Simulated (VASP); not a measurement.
Wanted: the native input for a VASP 6.6.1 run.

- Task: single point
- Functional: PBEsol
- Potentials or basis: VASP PAW PBE potentials, release 64 (Cu)
- Cutoff: 520 eV
- k mesh: 16 × 16 × 16
- Occupations: fermi-dirac, width 0.1 eV
- Spin: no spin polarisation
- Dipole correction: no
- Further INCAR settings: ALGO = Normal; EDIFF = 1e-07; NBANDS = 12

The structure of Cu lies in POSCAR:

```
Cu
1.0
    0.0000000000      1.7270408132      1.7270408132
    1.7270408132      0.0000000000      1.7270408132
    1.7270408132      1.7270408132      0.0000000000
Cu
1
Direct
    0.0000000000      0.0000000000      0.0000000000
```

One way to write it, as run:

INCAR

```
SYSTEM = Cu
ALGO     = Normal         ! electronic algorithm
EDIFF    = 1E-7           ! SCF threshold, eV
ENCUT    = 520            ! plane-wave cutoff, eV
GGA      = PS             ! functional
ISIF     = 2              ! what is computed and relaxed
ISMEAR   = -1             ! smearing method
LASPH    = .True.         ! aspherical terms in the spheres
LCHARG   = .False.        ! write CHGCAR
LREAL    = .False.        ! projectors in reciprocal space
LWAVE    = .False.        ! write WAVECAR
NBANDS   = 12             ! bands
NELM     = 80             ! most SCF steps
PREC     = Accurate       ! precision mode
SIGMA    = 0.1            ! smearing width, eV
```

KPOINTS

```
k-points
0
Gamma
  16 16 16
  0 0 0
```

Potentials or basis: VASP PAW PBE potentials, release 64 (Cu).

The run is started by

```console
$ cat potpaw_PBE.64/Cu/POTCAR > POTCAR
$ mpirun -np 1 vasp_std > vasp.out
```

It gave:

```
Pressure : 20.7 GPa
```

Caveat: the PAW data sets were made with another functional, which shifts forces and pressure a little.

It took 9.6 s on 1 thread of Intel(R) Xeon(R) Platinum 8488C (Sapphire Rapids) (shared host), peak memory 0.13 GiB.
